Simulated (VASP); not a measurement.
# W (P6/mmm) in VASP: further runs, part 2 of 3

VASP 6.6.1. Earlier steps stand in the parts before.

## (3) Single point, r2SCAN

This run uses another cell than the first one, of 16.29 Å³/atom, 0.893 times its volume.

The input, POSCAR:

```
W
1.0
    4.6659217972      0.0000000000      0.0000000000
   -2.3329608986      4.0408068085      0.0000000000
    0.0000000000      0.0000000000      2.5919258591
W
3
Direct
    0.0000000000      1.0000000000      0.0000000000
    0.3333333333      0.6666666667      0.5000000000
    0.6666666667      0.3333333333      0.5000000000
```

The input, INCAR.step1:

```
SYSTEM = W
PREC = Accurate ; ENCUT = 520
ISMEAR = -1 ; SIGMA = 0.1
LREAL = .False. ; LASPH = .True.
NELM = 100 ; NBANDS = 28
GGA = PE ; ALGO = Normal
EDIFF = 1E-4 ; LWAVE = .True.
LCHARG = .False.
```

The input, INCAR.step2:

```
SYSTEM = W
PREC = Accurate ; ENCUT = 520
EDIFF = 1E-7 ; ISMEAR = -1
SIGMA = 0.1 ; LREAL = .False.
LASPH = .True. ; NELM = 100
ALGO = Normal ; ISIF = 2
LWAVE = .False. ; LCHARG = .False.
METAGGA = R2SCAN ; LMIXTAU = .True.
NBANDS = 28 ; ISTART = 1
```

The input, KPOINTS:

```
Automatic mesh
0
Gamma
  10 10 16
  0 0 0
```

Potentials or basis: VASP PAW PBE potentials, release 64 (W_sv).

Run with:

```console
cat potpaw_PBE.64/W_sv/POTCAR > POTCAR
cp INCAR.step1 INCAR
mpirun -np 1 vasp_std > vasp.out
cp INCAR.step2 INCAR
mpirun -np 1 vasp_std > vasp.out
```

OUTCAR:

```text
SYSTEM = W
   PREC = Accurate
   ENCUT = 520
   EDIFF = 1E-7
   ISMEAR = -1
   LREAL = .False.
   LASPH = .True.
   NELM = 100
   ISIF = 2
   METAGGA = R2SCAN
   ISTART = 1

 ion  position               nearest neighbor table
   1  0.000  0.000  0.000-   2 2.99   3 2.99   2 2.99   3 2.99   3 2.99   3 2.99   2 2.99   2 2.99
                             3 2.99   3 2.99   2 2.99   2 2.99
   2  0.333  0.667  0.500-   3 2.69   3 2.69   3 2.69   1 2.99   1 2.99   1 2.99   1 2.99   1 2.99
                             1 2.99
   3  0.667  0.333  0.500-   2 2.69   2 2.69   2 2.69   1 2.99   1 2.99   1 2.99   1 2.99   1 2.99
                             1 2.99

  LATTYP: Found a hexagonal cell.
 ALAT       =     4.6659217972
 C/A-ratio  =     0.5555013504

  Lattice vectors:

 A1 = (   4.6659217972,   0.0000000000,   0.0000000000)
 A2 = (  -2.3329608986,   4.0408068085,   0.0000000000)
 A3 = (   0.0000000000,   0.0000000000,   2.5919258591)

Analysis of symmetry for initial positions (statically):
=====================================================================
 Subroutine PRICEL returns:
 Original cell was already a primitive cell.

 Routine SETGRP: Setting up the symmetry group for a
 hexagonal supercell.

 Subroutine GETGRP returns: Found 24 space group operations
 (whereof 24 operations were pure point group operations)
 out of a pool of 24 trial point group operations.

The static configuration has the point symmetry D_6h.

Analysis of symmetry for dynamics (positions and initial velocities):
=====================================================================
 Subroutine PRICEL returns:
 Original cell was already a primitive cell.

 Routine SETGRP: Setting up the symmetry group for a
 hexagonal supercell.

 Subroutine GETGRP returns: Found 24 space group operations
 (whereof 24 operations were pure point group operations)
 out of a pool of 24 trial point group operations.

The dynamic configuration has the point symmetry D_6h.

 Subroutine INISYM returns: Found 24 space group operations
 (whereof 24 operations are pure point group operations),
 and found     1 'primitive' translations

----------------------------------------------------------------------------------------

                                     Primitive cell

  volume of cell :      48.8684

  direct lattice vectors                    reciprocal lattice vectors
     4.665921797  0.000000000  0.000000000     0.214319923  0.123737665  0.000000000
    -2.332960899  4.040806809  0.000000000     0.000000000  0.247475330  0.000000000
     0.000000000  0.000000000  2.591925859     0.000000000  0.000000000  0.385813505

  length of vectors
     4.665921797  4.665921797  2.591925859     0.247475330  0.247475330  0.385813505

  position of ions in fractional coordinates (direct lattice)
     0.000000000  0.000000000  0.000000000
     0.333333333  0.666666667  0.500000000
     0.666666667  0.333333333  0.500000000

  ion indices of the primitive-cell ions
   primitive index   ion index
                 1           1
                 2           2
                 3           3

----------------------------------------------------------------------------------------

 KPOINTS: Automatic mesh

Automatic generation of k-mesh.
 Grid dimensions read from file:
 generate k-points for:   10   10   16

 Generating k-lattice:

  Cartesian coordinates                     Fractional coordinates (reciprocal lattice)
     0.021431992  0.012373767  0.000000000     0.100000000  0.000000000  0.000000000
     0.000000000  0.024747533  0.000000000     0.000000000  0.100000000  0.000000000
     0.000000000  0.000000000  0.024113344     0.000000000  0.000000000  0.062500000

  Length of vectors
     0.024747533  0.024747533  0.024113344

  Shift w.r.t. Gamma in fractional coordinates (k-lattice)
     0.000000000  0.000000000  0.000000000

 Subroutine IBZKPT returns following result:
 ===========================================

 Found    126 irreducible k-points:

 Following reciprocal coordinates:
            Coordinates               Weight
  0.000000  0.000000  0.000000      1.000000
  0.100000  0.000000  0.000000      6.000000
  0.200000  0.000000  0.000000      6.000000
  0.300000 -0.000000  0.000000      6.000000
  0.400000  0.000000  0.000000      6.000000
  0.500000  0.000000  0.000000      3.000000
[... 16 lines left out ...]
  0.300000  0.100000  0.062500     24.000000
  0.400000  0.100000  0.062500     24.000000
 [... further k-points ...]
   k-points           NKPTS =    126   k-points in BZ     NKDIM =    126   number of bands    NBANDS=     28
   number of dos      NEDOS =    301   number of ions     NIONS =      3
   total plane-waves  NPLWV =  25920
   dimension x,y,z NGX =    36 NGY =   36 NGZ =   20
   dimension x,y,z NGXF=    72 NGYF=   72 NGZF=   40
   ions per type =               3
   NGX,Y,Z   is equivalent  to a cutoff of  12.83, 12.83, 12.83 a.u.
   NGXF,Y,Z  is equivalent  to a cutoff of  25.65, 25.65, 25.66 a.u.
 SYSTEM =  W
   PREC   = accura    normal or accurate (medium, high low for compatibility)
   ISTART =      1    job   : 0-new  1-cont  2-samecut
   ICHARG =      0    charge: 1-file 2-atom 10-const
   ISPIN  =      1    spin polarized calculation?
   LNONCOLLINEAR =      F non collinear calculations
   LSORBIT =      F    spin-orbit coupling
   LASPH  =      T    aspherical Exc in radial PAW
   ENCUT  =  520.0 eV  38.22 Ry    6.18 a.u.   8.68  8.68  4.82*2*pi/ulx,y,z
   NELM   =    100;   NELMIN=  2; NELMDL=  0     # of ELM steps
   EDIFF  = 0.1E-06   stopping-criterion for ELM
   LREAL  =      F    real-space projection
   EDIFFG = 0.1E-05   stopping-criterion for IOM
   NSW    =      0    number of steps for IOM
   IBRION =     -1    ionic relax: 0-MD 1-quasi-New 2-CG
   NFREE  =      0    steps in history (QN), initial steepest desc. (CG)
   ISIF   =      2    stress and relaxation
   ISYM   =      2    0-nonsym 1-usesym 2-fastsym
   POTIM  = 0.5000    time-step for ionic-motion
   TEBEG  =    0.0;   TEEND  =   0.0 temperature during run
   PSTRESS=    0.0 pullay stress
   NELECT =      42.0000    total number of electrons
   NUPDOWN=      -1.0000    fix difference up-down
   EMIN   =  10.00;   EMAX   =-10.00  energy-range for DOS
   EFERMI =   0.00;   METHOD = LEGACY
   ISMEAR =    -1;   SIGMA  =   0.10  broadening in eV -4-tet -1-fermi 0-gaus
   EFERMI_NEDOS =   21; number of points for ismear=-14 and -15
   IALGO  =     38    algorithm
   IMIX   =      4    mixing-type and parameters
     AMIX     =   0.40;   BMIX     =  1.00
     AMIX_MAG =   1.60;   BMIX_MAG =  1.00
  volume/ion in A,a.u.               =      16.29       109.93
  Fermi-wavevector in a.u.,A,eV,Ry     =   1.556498  2.941355 32.962643  2.422686
  Thomas-Fermi vector in A             =   2.660285
   LORBIT       =      0    0 simple, 1 ext, 2 COOP (PROOUT), +10 PAW based schemes
   METAGGA = R2SCAN    functional components
   LHFCALC =     F    Hartree Fock is set to
   AEXX    =    0.0000 exact exchange contribution
   IVDW    =     0    specifies the selected vdW correction
   LEPSILON=     F    determine dielectric tensor
   LRPA    =     F    only Hartree local field effects (RPA)
 non-spin polarized calculation
  energy-cutoff  :      520.00
  volume of cell :       48.87
 maximum number of plane-waves:      1332
 NGX is ok and might be reduce to    36
   NGX = 17   NGY = 17   NGZ =  9

 number of electron      42.0000007 magnetization

 Free energy of the ion-electron system (eV)
  ---------------------------------------------------
  ext. energy  EPLUGINS =         0.00000000
  ---------------------------------------------------
  free energy    TOTEN  =      -152.29458514 eV

  energy without entropy =     -152.18376403  energy(sigma->0) =     -152.23917458

 E-fermi :  10.7049     XC(G=0): -14.7501

 val. band max:       10.6958255405   @ k =   0.1000   0.1000   0.4375
 cond. band min:      10.7061240494   @ k =   0.1000   0.0000   0.3125
 fundamental gap:      0.0102985089
 Fermi energy:        10.7048715781

 k-point     1 :       0.0000    0.0000    0.0000
  band No.  band energies     occupation
      1     -65.2323      2.00000
      2     -65.0594      2.00000
      3     -64.9489      2.00000
      4     -28.9998      2.00000
      5     -28.9998      2.00000
      6     -28.9228      2.00000
[... 20 lines left out ...]
     27      16.4324      0.00000
[... 691 lines left out ...]
      6     -28.7847      2.00000
[... 20 lines left out ...]
     27      15.2976      0.00000
     28      15.4343      0.00000

 [... further k-points ...]

------------------------ aborting loop because EDIFF is reached ----------------------------------------

  FORCE on cell =-STRESS in cart. coord.  units (eV):
  Direction    XX          YY          ZZ          XY          YZ          ZX
  --------------------------------------------------------------------------------------
  -------------------------------------------------------------------------------------
  Total        0.3861302      0.3861302      0.3459276      0.0000000     -0.0000000      0.0000000
  in kB       12.6594913     12.6594913     11.3414272      0.0000000     -0.0000000      0.0000000
  external PRESSURE =      12.2201366 kB  Pullay stress =       0.0000000 kB

 VOLUME and BASIS-vectors are now :
 -----------------------------------------------------------------------------
  energy-cutoff  :      520.00
  volume of cell :       48.87
      direct lattice vectors                 reciprocal lattice vectors
     4.665921797  0.000000000  0.000000000     0.214319923  0.123737665  0.000000000
    -2.332960899  4.040806809  0.000000000     0.000000000  0.247475330  0.000000000
     0.000000000  0.000000000  2.591925859     0.000000000  0.000000000  0.385813505

 POSITION                                       TOTAL-FORCE (eV/Angst)
 -----------------------------------------------------------------------------------
      0.00000      0.00000      0.00000         0.000000      0.000000      0.000000
     -0.00000      2.69387      1.29596         0.000000     -0.000000     -0.000000
      2.33296      1.34694      1.29596        -0.000000      0.000000      0.000000
 -----------------------------------------------------------------------------------
    total drift:                                0.000000      0.000000     -0.000000

  FREE ENERGIE OF THE ION-ELECTRON SYSTEM (eV)
  ---------------------------------------------------
  free  energy   TOTEN  =      -152.2945851412 eV

  energy  without entropy=     -152.1837640252  energy(sigma->0) =     -152.23917458
```

Run time: 6.6 min. Hardware: 1 thread of Intel Xeon 6975P-C, shared host; peak memory 0.26 GiB.

Results:

| Quantity | Value |
| --- | --- |
| Free energy | -152.2946 eV |
| Pressure | 1.2 GPa |
| Band gap on the k mesh | zero (band 21 reaches 11.04 eV, above the bottom of band 22 at 10.41 eV) |

Stress tensor (GPa, compression positive):
```
1.27 0.00 0.00
0.00 1.27 0.00
0.00 0.00 1.13
```

Levels at points of the mesh, in eV from the Fermi level:
```
           k point  band 19  band 20  band 21  band 22  band 23  band 24
(0.00, 0.00, 0.00)    -2.70    -2.50    -0.29    -0.29     2.42     2.42
(0.50, 0.00, 0.00)    -2.37    -2.34     0.14     1.22     2.54     2.66
(0.00, 0.00, 0.50)    -1.10    -1.10     0.25     0.25     3.40     3.40
(0.50, 0.00, 0.50)    -1.82    -0.25    -0.15     0.12     1.43     2.71
```

Caveat: the PAW data sets were made with another functional, which shifts forces and pressure a little; spin-orbit coupling is left out, which moves the levels of the heavy elements.

(Continued in part 3 of 3.)
